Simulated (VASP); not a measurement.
# Mo (Im-3m) in VASP: further runs, part 2 of 2

VASP 6.6.1. Earlier steps stand in the parts before.

### 3 Single point, PBEsol (strain -0.040 along x and y, -0.040 along z)

Input file INCAR:

```
SYSTEM = Mo
  ALGO = Normal
  EDIFF = 1E-6
  ENCUT = 520
  GGA = PS
  ISIF = 2
  ISMEAR = 0
  LASPH = .TRUE.
  LCHARG = .FALSE.
  LREAL = .FALSE.
  LWAVE = .FALSE.
  NBANDS = 13
  NELM = 60
  PREC = Accurate
  SIGMA = 0.15
```

Input file KPOINTS:

```
k-points
0
G
  22 22 22
  0 0 0
```

Input file POSCAR:

```
Mo
1.0
   -1.5081600000      1.5081600000      1.5081600000
    1.5081600000     -1.5081600000      1.5081600000
    1.5081600000      1.5081600000     -1.5081600000
Mo
1
Direct
    0.0000000000      0.0000000000      0.0000000000
```

Potentials or basis: VASP PAW PBE potentials, release 64 (Mo_sv).

Launch:

```sh
$ cat potpaw_PBE.64/Mo_sv/POTCAR > POTCAR
$ mpirun -np 1 vasp_std > vasp.out
```

OUTCAR:

```text
SYSTEM = Mo
   EDIFF = 1E-6
   ENCUT = 520
   GGA = PS
   ISIF = 2
   ISMEAR = 0
   LASPH = .TRUE.
   LREAL = .FALSE.
   NELM = 60
   PREC = Accurate

 ion  position               nearest neighbor table
   1  0.000  0.000  0.000-

  LATTYP: Found a body centered cubic cell.
 ALAT       =     3.0163200000

  Lattice vectors:

 A1 = (  -1.5081600000,   1.5081600000,   1.5081600000)
 A2 = (   1.5081600000,  -1.5081600000,   1.5081600000)
 A3 = (   1.5081600000,   1.5081600000,  -1.5081600000)

Analysis of symmetry for initial positions (statically):
=====================================================================
 Subroutine PRICEL returns:
 Original cell was already a primitive cell.

 Routine SETGRP: Setting up the symmetry group for a
 body centered cubic supercell.

 Subroutine GETGRP returns: Found 48 space group operations
 (whereof 48 operations were pure point group operations)
 out of a pool of 48 trial point group operations.

The static configuration has the point symmetry O_h .

[... 165 lines left out ...]
 k-point     1 :       0.0000    0.0000    0.0000
  band No.  band energies     occupation
      1     -46.5768      2.00000
      2     -19.4874      2.00000
      3     -19.4874      2.00000
      4     -19.4874      2.00000
      5       7.0191      2.00000
      6      13.0313      2.00000
      7      13.0313      2.00000
      8      13.0313      2.00000
      9      16.5619      0.00000
     10      16.5619      0.00000
     11      29.6365      0.00000
     12      29.6365      0.00000
     13      29.6365      0.00000
[... 354 lines left out ...]
  band No.  band energies     occupation
      1     -46.4284      2.00000
      2     -20.2344      2.00000
      3     -19.6816      2.00000
      4     -19.5481      2.00000
      5       8.7123      2.00000
      6      12.1996      2.00000
      7      12.4423      2.00000
      8      15.0735      0.00027
      9      15.5826      0.00000
     10      16.8364      0.00000
     11      30.9072      0.00000
     12      32.0228      0.00000
     13      32.6496      0.00000

 [... further k-points ...]

------------------------ aborting loop because EDIFF is reached ----------------------------------------

  FORCE on cell =-STRESS in cart. coord.  units (eV):
  Direction    XX          YY          ZZ          XY          YZ          ZX
  --------------------------------------------------------------------------------------
  -------------------------------------------------------------------------------------
  Total        3.3944009      3.3944009      3.3944009      0.0000000      0.0000000      0.0000000
  in kB      396.3432591    396.3432591    396.3432591      0.0000000      0.0000000      0.0000000
  external PRESSURE =     396.3432591 kB  Pullay stress =       0.0000000 kB

 VOLUME and BASIS-vectors are now :
 -----------------------------------------------------------------------------
  energy-cutoff  :      520.00
  volume of cell :       13.72
      direct lattice vectors                 reciprocal lattice vectors
    -1.508160000  1.508160000  1.508160000     0.000000000  0.331529811  0.331529811
     1.508160000 -1.508160000  1.508160000     0.331529811  0.000000000  0.331529811
     1.508160000  1.508160000 -1.508160000     0.331529811  0.331529811  0.000000000

 POSITION                                       TOTAL-FORCE (eV/Angst)
 -----------------------------------------------------------------------------------
      0.00000      0.00000      0.00000        -0.000000     -0.000000     -0.000000
 -----------------------------------------------------------------------------------
    total drift:                                0.000000     -0.000000      0.000000

  FREE ENERGIE OF THE ION-ELECTRON SYSTEM (eV)
  ---------------------------------------------------
  free  energy   TOTEN  =       -11.5963446285 eV

  energy  without entropy=      -11.5904792554  energy(sigma->0) =      -11.59341194
```

OSZICAR:

```text
N       E                     dE             d eps       ncg     rms          rms(c)
DAV:   1     0.916968463078E+02    0.91697E+02   -0.81568E+03  8597   0.112E+03
DAV:   2    -0.110864194441E+02   -0.10278E+03   -0.98758E+02  9793   0.316E+02
DAV:   3    -0.122277242658E+02   -0.11413E+01   -0.11383E+01  9518   0.331E+01
DAV:   4    -0.122301407665E+02   -0.24165E-02   -0.24165E-02  9703   0.182E+00
DAV:   5    -0.122301540644E+02   -0.13298E-04   -0.13299E-04  9538   0.122E-01    0.213E+01
DAV:   6    -0.116949911093E+02    0.53516E+00   -0.58604E-01  8783   0.970E+00    0.722E+00
DAV:   7    -0.116015696822E+02    0.93421E-01   -0.15140E-01  9468   0.473E+00    0.768E-01
DAV:   8    -0.115963168532E+02    0.52528E-02   -0.39349E-03  8793   0.813E-01    0.162E-01
DAV:   9    -0.115963388898E+02   -0.22037E-04   -0.52083E-05 10193   0.851E-02    0.914E-02
DAV:  10    -0.115963443498E+02   -0.54600E-05   -0.90234E-06  8898   0.372E-02    0.464E-03
DAV:  11    -0.115963446285E+02   -0.27873E-06   -0.64482E-08  4699   0.318E-03
   1 F= -.11596345E+02 E0= -.11593412E+02  d E =-.586537E-02
```

Wall time 56 s (1 thread of Intel Xeon 8259CL, shared host); peak memory 0.17 GiB.

What came out:

```
Free energy            : -11.5963 eV
Pressure               : 39.6 GPa
Band gap on the k mesh : zero (bands 7 and 8 overlap by 6.46 eV)
```

Levels at points of the mesh, in eV from the Fermi level:
```
           k point  band 5  band 6  band 7  band 8  band 9  band 10
(0.00, 0.00, 0.00)   -7.67   -1.66   -1.66   -1.66    1.87     1.87
(0.50, 0.00, 0.00)   -6.20   -4.10    2.00    2.20    2.75     5.77
(0.50, 0.50, 0.50)   -6.57   -6.57    4.80    4.80    4.80    10.11
```

Caveat: the cell differs from its parent crystal (strain -0.040 along x and y, -0.040 along z); the cell stands under pressure; the PAW data sets were made with another functional, which shifts forces and pressure a little.

### 4 Single point, PBEsol (strain +0.040 along x and y, +0.040 along z)

Input file INCAR:

```
SYSTEM = Mo
ALGO = Normal
EDIFF = 1E-7
ENCUT = 520
GGA = PS
ISIF = 2
ISMEAR = 0
LASPH = .True.
LCHARG = .False.
LREAL = .False.
LWAVE = .False.
NBANDS = 13
NELM = 80
PREC = Accurate
SIGMA = 0.15
```

Input file KPOINTS:

```
k-points
0
Gamma
  22 22 22
  0 0 0
```

Input file POSCAR:

```
Mo
1.0
   -1.6338400000      1.6338400000      1.6338400000
    1.6338400000     -1.6338400000      1.6338400000
    1.6338400000      1.6338400000     -1.6338400000
Mo
1
Direct
    0.0000000000      0.0000000000      0.0000000000
```

Launch:

```sh
$ cat potpaw_PBE.64/Mo_sv/POTCAR > POTCAR
$ mpirun -np 1 vasp_std > vasp.out
```

Run time: 97 s. Hardware: 1 thread of Intel Xeon 8259CL, shared host; peak memory 0.2 GiB.

It converged, with:

```yaml
Free_energy: -11.5833 eV
Pressure: -27.2 GPa
Band_gap_on_the_k_mesh: zero (bands 7 and 8 overlap by 4.59 eV)
```

Levels at points of the mesh, in eV from the Fermi level:
```
           k point  band 3  band 4  band 5  band 6  band 7  band 8  band 9  band 10  band 11  band 12
(0.00, 0.00, 0.00)  -34.68  -34.68   -6.86   -1.15   -1.15   -1.15    1.47     1.47    14.65    14.65
(0.50, 0.00, 0.00)  -35.00  -34.69   -4.70   -2.90    1.29    1.46    2.00     4.08    10.07    11.72
(0.50, 0.50, 0.50)  -35.38  -35.38   -4.65   -4.65    3.44    3.44    3.44     8.25     8.25     8.25
```

Caveat: the cell differs from its parent crystal (strain +0.040 along x and y, +0.040 along z); the cell stands under tension; the PAW data sets were made with another functional, which shifts forces and pressure a little.

### 5 The runs side by side

| cell | gap on the mesh (eV) | pressure (GPa) |
| --- | --- | --- |
| a = 2.503 Å, angles 109.5°, 1 atom | none | 109.8 |
| a = 2.612 Å, angles 109.5°, 1 atom | none | 39.6 |
| a = 2.830 Å, angles 109.5°, 1 atom | none | -27.2 |

Alike in all rows: task single point; level PBEsol; potentials or basis VASP PAW PBE potentials, release 64 (Mo_sv); no spin polarisation; k mesh 22 × 22 × 22; cutoff (eV) 520; smearing gaussian 0.15 eV.

Caveats: the PAW data sets were made with another functional, which shifts forces and pressure a little; the cell stands under pressure (at least some runs); the cell stands under tension (at least some runs).

Total energies depend on the potentials used, so only differences within one code and one set of settings carry meaning.
